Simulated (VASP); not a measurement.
Mo, 1 atom in the cell. The structure is cubic, space group Fm-3m (No. 225). The conventional cell has a = 4.135 Å, b = 4.135 Å, c = 4.135 Å, α = 90.00°, β = 90.00°, γ = 90.00°. Mo (site symmetry m-3m) has 12 Mo at 2.92 Å within 3.9 Å. This isn't the form of Mo at room conditions, which is bcc.

```yaml
Program: VASP 6.6.1
Task: single point
Functional: PBEsol
Potentials_or_basis: VASP PAW PBE potentials, release 64 (Mo_sv)
Cutoff: 500 eV
k_mesh: 11 × 11 × 11
Occupations: fermi-dirac, width 0.05 eV
Spin: no spin polarisation
Dipole_correction: no
Further_INCAR_settings: ALGO = Normal; EDIFF = 1e-06; NBANDS = 13
```

Potentials or basis: VASP PAW PBE potentials, release 64 (Mo_sv).

Run with:

```bash
$ cat potpaw_PBE.64/Mo_sv/POTCAR > POTCAR
$ mpirun -np 1 vasp_std > vasp.out
```

Hardware: 1 thread of AMD EPYC 7R13 Processor (Zen 3), with other jobs on the host.

**Question.** Estimate the wall time of this run.

**Answer.** Wall time 9.5 s on 1 thread of AMD EPYC 7R13 Processor (Zen 3), on a shared host, peak memory 0.11 GiB. Counts: scf iterations 11, k points 56.
